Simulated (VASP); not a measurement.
Runs of VASP 6.6.1 on BN. The structure is that of space group R3m (No. 160), or close to it. The cells are those of the table. 

| cell | gap on the mesh (eV) | pressure (GPa) | largest force (eV/Å) |
| --- | --- | --- | --- |
| a = 3.670, b = 3.670, c = 3.672 Å, angles 40.0, 40.0, 39.9°, 2 atoms | (c) | -1.7 | 0.06 |
| a = 3.668, b = 3.668, c = 3.664 Å, angles 39.6, 39.6, 39.9°, 2 atoms | 4.84 | (a) | 0.14 |
| a = 3.671, b = 3.671, c = 3.678 Å, angles 40.3, 40.3, 39.8°, 2 atoms | 4.73 | -5.1 | 0.14 |
| a = 3.672, b = 3.672, c = 3.681 Å, angles 40.4, 40.4, 39.8°, 2 atoms | 4.70 | -6.8 | 0.18 |
| a = 3.666, b = 3.666, c = 3.658 Å, angles 39.3, 39.3, 39.9°, 2 atoms | 4.84 | (b) | 0.30 |

Alike in all rows: task single point; level r2SCAN; potentials or basis VASP PAW PBE potentials, release 64 (B, N); no spin polarisation; k mesh 12 × 12 × 12; cutoff (eV) 520; smearing gaussian 0.05 eV.

**Question.** Fill in the values left out.

**Answer.** (a) 3.8; (b) 7.8; (c) 4.80.

Caveats: the PAW data sets were made with another functional, which shifts forces and pressure a little; the stress differs along the axes, from 0 to 10 GPa (at least some runs); the stress differs along the axes, from -13 to 0 GPa (at least some runs); the stress differs along the axes, from -17 to 0 GPa (at least some runs); the stress differs along the axes, from 0 to 20 GPa (at least some runs).

A k mesh can miss the band edges.
